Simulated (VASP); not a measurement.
Write the native input for VASP 6.6.1 that does the following.

* Task: single point
* Functional: LDA
* Potentials or basis: VASP PAW LDA potentials, release 64 (In_d)
* Cutoff: 520 eV
* k mesh: 6 × 6 × 6
* Occupations: fermi-dirac, width 0.05 eV
* Spin: no spin polarisation
* Dipole correction: no
* Further INCAR settings: ALGO = Fast; EDIFF = 1e-07; NBANDS = 12

The structure of In lies in POSCAR:

```
In
1.0
   -1.8825252400      1.8825252400      1.8825252400
    1.8825252400     -1.8825252400      1.8825252400
    1.8825252400      1.8825252400     -1.8825252400
In
1
Direct
    0.0000000000      0.0000000000      0.0000000000
```

These files were run (other wordings do the same):

INCAR

```
SYSTEM = In
PREC     = Accurate       ! precision mode
ENCUT    = 520            ! plane-wave cutoff, eV
EDIFF    = 1E-7           ! SCF threshold, eV
ISMEAR   = -1             ! smearing method
SIGMA    = 0.05           ! smearing width, eV
LREAL    = .FALSE.        ! projectors in reciprocal space
LASPH    = .TRUE.         ! aspherical terms in the spheres
NELM     = 100            ! most SCF steps
ALGO     = Fast           ! electronic algorithm
ISIF     = 2              ! what is computed and relaxed
LWAVE    = .FALSE.        ! write WAVECAR
LCHARG   = .FALSE.        ! write CHGCAR
GGA      = CA             ! functional
NBANDS   = 12             ! bands
```

KPOINTS

```
Automatic mesh
0
G
  6 6 6
  0 0 0
```

Potentials or basis: VASP PAW LDA potentials, release 64 (In_d).

Run with:

```console
$ cat potpaw_LDA.64/In_d/POTCAR > POTCAR
$ mpirun -np 1 vasp_std > vasp.out
```

It gave:

```yaml
Pressure: -3.7 GPa
```

Caveat: the k points lie up to 0.39 Å⁻¹ apart.

It took 3.1 s on 1 thread of Intel(R) Xeon(R) Platinum 8559C (Emerald Rapids) (shared host), peak memory 0.12 GiB.
